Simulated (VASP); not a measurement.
Set up this calculation in VASP 6.6.1, as the native input.

| Quantity | Value |
| --- | --- |
| Task | single point |
| Functional | r2SCAN |
| Potentials or basis | VASP PAW PBE potentials, release 64 (O, Se, Cr_pv) |
| Cutoff | 520 eV |
| k mesh | 5 × 5 × 5 |
| Occupations | gaussian, width 0.0115 eV |
| Spin | no spin polarisation |
| Dipole correction | no |
| Further INCAR settings | ALGO = Normal; EDIFF = 1e-07; NBANDS = 53 |

The system is Cr2Se2O.

```xyz
10
Lattice="5.0525 3.1276 0.0000 5.0525 -3.1276 0.0000 0.0000 0.0000 -5.5233" Properties=species:S:1:pos:R:3 pbc="T T T"
O     5.0525   -1.7971   -4.2530
O     5.0525    1.7971   -1.4913
Se    1.7866    0.9452   -3.9685
Se    8.3185   -0.9452   -1.2068
Se    8.3185    0.9452   -3.9685
Se    1.7866   -0.9452   -1.2068
Cr    2.2130    0.7688   -2.0619
Cr    7.8921   -0.7688   -4.8235
Cr    7.8921    0.7688   -2.0619
Cr    2.2130   -0.7688   -4.8235
```

These files were run (other wordings do the same):

POSCAR

```
Cr2Se2O
1.0
    5.0525392100      3.1276046200      0.0000000000
    5.0525392100     -3.1276046200      0.0000000000
    0.0000000000      0.0000000000     -5.5233231100
O Se Cr
2 4 4
Direct
    0.2127000000      0.7873000000      0.7700000000
    0.7873000000      0.2127000000      0.2700000000
    0.3279000000      0.0257000000      0.7185000000
    0.6721000000      0.9743000000      0.2185000000
    0.9743000000      0.6721000000      0.7185000000
    0.0257000000      0.3279000000      0.2185000000
    0.3419000000      0.0961000000      0.3733000000
    0.6581000000      0.9039000000      0.8733000000
    0.9039000000      0.6581000000      0.3733000000
    0.0961000000      0.3419000000      0.8733000000
```

INCAR.step1

```
PREC = Accurate ; ENCUT = 520
ISMEAR = 0 ; SIGMA = 0.0115
LREAL = False ; LASPH = True
NELM = 100 ; NBANDS = 53
GGA = PE ; ALGO = Normal
EDIFF = 1E-4 ; LWAVE = True
LCHARG = False
```

INCAR.step2

```
PREC = Accurate ; ENCUT = 520
EDIFF = 1E-7 ; ISMEAR = 0
SIGMA = 0.0115 ; LREAL = False
LASPH = True ; NELM = 100
ALGO = Normal ; ISIF = 2
LWAVE = False ; LCHARG = False
METAGGA = R2SCAN ; LMIXTAU = True
NBANDS = 53 ; ISTART = 1
```

KPOINTS

```
regular mesh
0
Gamma
  5 5 5
```

Potentials or basis: VASP PAW PBE potentials, release 64 (O, Se, Cr_pv).

Launch:

```bash
$ cat potpaw_PBE.64/O/POTCAR potpaw_PBE.64/Se/POTCAR potpaw_PBE.64/Cr_pv/POTCAR > POTCAR
$ cp INCAR.step1 INCAR
$ mpirun -np 1 vasp_std > vasp.out
$ cp INCAR.step2 INCAR
$ mpirun -np 1 vasp_std > vasp.out
```

Results of the run:

```json
{
 "Pressure": "59.3 GPa",
 "Largest force": "7.212 eV/Å",
 "Band gap on the k mesh": "zero (bands 42 and 43 overlap by 0.23 eV)"
}
```

Caveat: the cell stands under pressure; the PAW data sets were made with another functional, which shifts forces and pressure a little; the run has no spin polarisation, though such a crystal can be magnetic; semilocal functionals often make such compounds metallic where correlation or magnetic order opens a gap, which also shifts bond lengths.

Run time: 8.5 min on 1 thread of Intel(R) Xeon(R) 6975P-C (Granite Rapids), on a shared host, peak memory 0.46 GiB.
